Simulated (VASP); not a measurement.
Write the native input for VASP 6.6.1 that does the following.

```yaml
Task: single point
Functional: PBE
Potentials_or_basis: VASP PAW PBE potentials, release 64 (Cu)
Cutoff: 520 eV
k_mesh: 14 × 14 × 14
Occupations: methfessel-paxton, width 0.1 eV
Spin: no spin polarisation
Dipole_correction: no
Further_INCAR_settings: ALGO = Normal; EDIFF = 1e-07; NBANDS = 12
```

The structure of Cu lies in POSCAR:

```
Cu
1.0
    0.0000000000      1.8135050275      1.8135050275
    1.8135050275      0.0000000000      1.8135050275
    1.8135050275      1.8135050275      0.0000000000
Cu
1
Direct
    0.0000000000      0.0000000000      0.0000000000
```

The input as run:

INCAR

```
SYSTEM = Cu
ALGO = Normal ; EDIFF = 1E-7
ENCUT = 520 ; GGA = PE
ISIF = 2 ; ISMEAR = 1
LASPH = .TRUE. ; LCHARG = .FALSE.
LREAL = .FALSE. ; LWAVE = .FALSE.
NBANDS = 12 ; NELM = 100
PREC = Accurate ; SIGMA = 0.1
```

KPOINTS

```
k-points
0
G
  14 14 14
  0 0 0
```

Potentials or basis: VASP PAW PBE potentials, release 64 (Cu).

Command:

```console
$ cat potpaw_PBE.64/Cu/POTCAR > POTCAR
$ mpirun -np 1 vasp_std > vasp.out
```

Results of the run:

```yaml
Pressure: 0.9 GPa
```

It took 12 s on 1 thread of Intel(R) Xeon(R) Platinum 8259CL CPU @ 2.50GHz (Skylake/Cascade Lake) (shared host), peak memory 0.13 GiB.
